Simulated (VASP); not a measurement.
Wanted: the native input for a VASP 6.6.1 run.

- Task: relaxation of cell and atoms
- Functional: PBE
- Potentials or basis: VASP PAW PBE potentials, release 64 (Al, B, P)
- Cutoff: 600 eV
- k mesh: 6 × 6 × 4
- Occupations: gaussian, width 0.1 eV
- Spin: no spin polarisation
- Dipole correction: no
- Further INCAR settings: ALGO = Normal; EDIFF = 1e-06; IBRION = 2; EDIFFG = -0.04; NSW = 90; ISIF = 3

The structure of Al3BP2 lies in POSCAR:

```
Al3BP2
1.0
    4.0490983100      0.0000000000      0.0000000000
   -2.0245491500      3.5066220000      0.0000000000
    0.0000000000      0.0000000000      6.3560938600
Al B P
3 1 2
Direct
    0.5000000000      0.0000000000      0.0000000000
    0.0000000000      0.5000000000      0.0000000000
    0.5000000000      0.5000000000      0.0000000000
    0.0000000000      0.0000000000      0.5000000000
    0.3333333300      0.6666666700      0.5000000000
    0.6666666700      0.3333333300      0.5000000000
```

These files were run (other wordings do the same):

INCAR

```
PREC = Accurate
ENCUT = 600
EDIFF = 1E-6
ISMEAR = 0
SIGMA = 0.1
LREAL = False
LASPH = True
NELM = 80
ALGO = Normal
ISIF = 3
LWAVE = False
LCHARG = False
GGA = PE
IBRION = 2
NSW = 90
EDIFFG = -0.04
```

KPOINTS

```
Automatic mesh
0
Gamma
  6 6 4
```

Potentials or basis: VASP PAW PBE potentials, release 64 (Al, B, P).

Run with:

```sh
$ cat potpaw_PBE.64/Al/POTCAR potpaw_PBE.64/B/POTCAR potpaw_PBE.64/P/POTCAR > POTCAR
$ mpirun -np 1 vasp_std > vasp.out
```

It gave:

```yaml
Relaxed_volume: 18.07 Å³/atom
Relaxed_cell: a = 5.998 Å, b = 5.998 Å, c = 3.479 Å, α = 90.00°, β = 90.00°, γ = 120.00°
Space_group_after_relaxing_to_0.05_Å: P6/mmm (No. 191)
Energy_gained_by_relaxing: 1751.2 meV/atom
Ionic_steps: 16
Pressure_after_relaxing: 0.2 GPa
Band_gap_on_the_k_mesh: zero (band 11 reaches 6.80 eV, above the bottom of band 12 at 4.50 eV)
```

Caveat: the volume moved by over 15 % at a fixed basis, so the end points are rough.

Wall time 12 min on 1 thread of Intel(R) Xeon(R) Platinum 8259CL CPU @ 2.50GHz (Skylake/Cascade Lake), on a shared host, peak memory 0.25 GiB.
